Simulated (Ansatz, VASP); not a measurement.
# ZrS2: VASP beside Ansatz

Contents of POSCAR:

```
ZrS2
1.0
    3.6299990406      0.0000000000      0.0000000000
   -1.8149995203      3.1436713848      0.0000000000
    0.0000000000      0.0000000000      5.8500000000
Zr S
1 2
Direct
    0.0000000000      0.0000000000      0.0000000000
    0.3333333333      0.6666666667      0.2492000000
    0.6666666667      0.3333333333      0.7508000000
```

Contents of INCAR.step1:

```
SYSTEM = ZrS2
PREC     = Accurate       ! precision mode
ENCUT    = 550            ! plane-wave cutoff, eV
ISMEAR   = 0              ! smearing method
SIGMA    = 0.1            ! smearing width, eV
LREAL    = .False.        ! projectors in reciprocal space
LASPH    = .True.         ! aspherical terms in the spheres
NELM     = 120            ! most SCF steps
NBANDS   = 19             ! bands
GGA      = PE             ! functional
ALGO     = Normal         ! electronic algorithm
EDIFF    = 1E-5           ! SCF threshold, eV
LWAVE    = .True.         ! write WAVECAR
LCHARG   = .False.        ! write CHGCAR
GGA_COMPAT= .False.
```

The input INCAR.step2:

```
SYSTEM = ZrS2
PREC     = Accurate       ! precision mode
ENCUT    = 550            ! plane-wave cutoff, eV
EDIFF    = 1E-6           ! SCF threshold, eV
ISMEAR   = 0              ! smearing method
SIGMA    = 0.1            ! smearing width, eV
LREAL    = .False.        ! projectors in reciprocal space
LASPH    = .True.         ! aspherical terms in the spheres
NELM     = 120            ! most SCF steps
ALGO     = Normal         ! electronic algorithm
ISIF     = 2              ! what is computed and relaxed
LWAVE    = .False.        ! write WAVECAR
LCHARG   = .False.        ! write CHGCAR
METAGGA  = R2SCAN         ! meta-GGA
LMIXTAU  = .True.       
NBANDS   = 19             ! bands
ISTART   = 1            
GGA_COMPAT= .False.
```

KPOINTS

```
Automatic mesh
0
Gamma
  6 6 4
  0 0 0
```

Input for Ansatz:

```yaml
crystal:
  lattice:
    - [3.6299990406, 0.0, 0.0]
    - [-1.8149995203, 3.1436713848, 0.0]
    - [0.0, 0.0, 5.85]
  atoms:
    - { symbol: Zr, position: [0.0, 0.0, 0.0] }
    - { symbol: S, position: [0.3333333333, 0.6666666667, 0.2492] }
    - { symbol: S, position: [0.6666666667, 0.3333333333, 0.7508] }
basis:
  ecutwfc: 500
kpoints:
  mp_grid: { grid: [6, 6, 4] }
hamiltonian:
  xc: r2scan
scf:
  occupations: { method: gaussian, width: 0.1 }
output:
  forces: true
  stress: true
  eigenvalues: true
```

Alike in both runs: task single point; functional r2SCAN; k mesh 6 × 6 × 4; occupations gaussian, width 0.1 eV; no spin polarisation.

|  | VASP | Ansatz |
| --- | --- | --- |
| version | VASP 6.6.1 | Ansatz 0.2.0 |
| potentials or method | VASP PAW PBE potentials, release 64 (Zr_sv, S), cutoff 550 eV | scalar-relativistic, plane waves, PAW |
| valence electrons in the cell | 24 | 24 |

VASP gave:

```
gap on the k mesh at the Fermi level (eV)                     : 1.11
least direct gap on the mesh (eV)                             : 1.87
pressure (GPa)                                                : 2.7
traceless stress, the component that is largest in VASP (GPa) : -1.27
```

**Question.** Which values does Ansatz return?

**Answer.** gap on the k mesh at the Fermi level (eV): 1.11; least direct gap on the mesh (eV): 1.86; pressure (GPa): 2.8; traceless stress, the component that is largest in VASP (GPa): -1.30.

VASP's potentials were made for PBE, not for r2SCAN.
